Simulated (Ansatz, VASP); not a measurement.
**One calculation of AlN, two programs**

INCAR

```
SYSTEM = AlN
ALGO = Normal
EDIFF = 1E-7
ENCUT = 520
ISIF = 2
ISMEAR = -1
LASPH = .TRUE.
LCHARG = .TRUE.
LELF = .TRUE.
LREAL = .FALSE.
LVHAR = .TRUE.
LWAVE = .FALSE.
NBANDS = 11
NELM = 80
PREC = Accurate
SIGMA = 0.02
```

KPOINTS

```
k-points
0
G
  10 10 10
  0 0 0
```

The input POSCAR:

```
AlN
1.0
    0.0000000000      1.9780000000      2.0175600000
    1.9780000000      0.0000000000      2.0175600000
    1.9780000000      1.9780000000      0.0000000000
Al N
1 1
Direct
    0.0000000000      0.0000000000      0.0000000000
    0.5000000000      0.5000000000      0.5000000000
```

Input for Ansatz:

```yaml
crystal:
  lattice:
    - [0.0, 1.978, 2.01756]
    - [1.978, 0.0, 2.01756]
    - [1.978, 1.978, 0.0]
  atoms:
    - { symbol: Al, position: [0.0, 0.0, 0.0] }
    - { symbol: "N", position: [0.5, 0.5, 0.5] }
kpoints:
  mp_grid: { grid: [10, 10, 10] }
  band_path:
    path:
      - [0.0, 0.0, 0.0]
      - [0.0, 0.5, 0.5]
      - [0.25, 0.75, 0.5]
      - [0.0, 0.5, 0.0]
      - [0.0, 0.0, 0.0]
      - [0.5, 0.5, 0.0]
      - [0.3701460977, 0.6298539023, 0.0]
      - [-0.3701460977, 0.3701460977, 0.0]
      - [0.0, 0.0, 0.0]
    npoints: 5
scf:
  occupations: { method: fermi_dirac, width: 0.02 }
hamiltonian:
  xc: lda
  pseudopotentials: { kind: all_electron, lapw: { basis_error: 0.001 } }
output:
  forces: true
  stress: true
  eigenvalues: true
```

Change from the starting cell: zz strain of +2 %.

Alike in both runs: task single point; functional LDA; k mesh 10 × 10 × 10; occupations fermi-dirac, width 0.02 eV; no spin polarisation.

|  | VASP | Ansatz |
| --- | --- | --- |
| version | VASP 6.6.1 | Ansatz 0.2.0 |
| potentials or method | VASP PAW LDA potentials, release 64 (Al, N), cutoff 520 eV | all-electron LAPW, scalar-relativistic |

|  | VASP | Ansatz | Ansatz less VASP |
| --- | --- | --- | --- |
| gap on the k mesh at the Fermi level (eV) | 4.75 | 4.75 | -0.007 |
| pressure (GPa) | 7.2 | 6.5 | -0.69 |
| traceless stress, the component that is largest in VASP (GPa) | -4.60 | -4.50 | +0.103 |

LDA's correlation is that of Perdew and Zunger in VASP and of Perdew and Wang (1992) in Ansatz. Ansatz ran all-electron here, and VASP with PAW potentials.
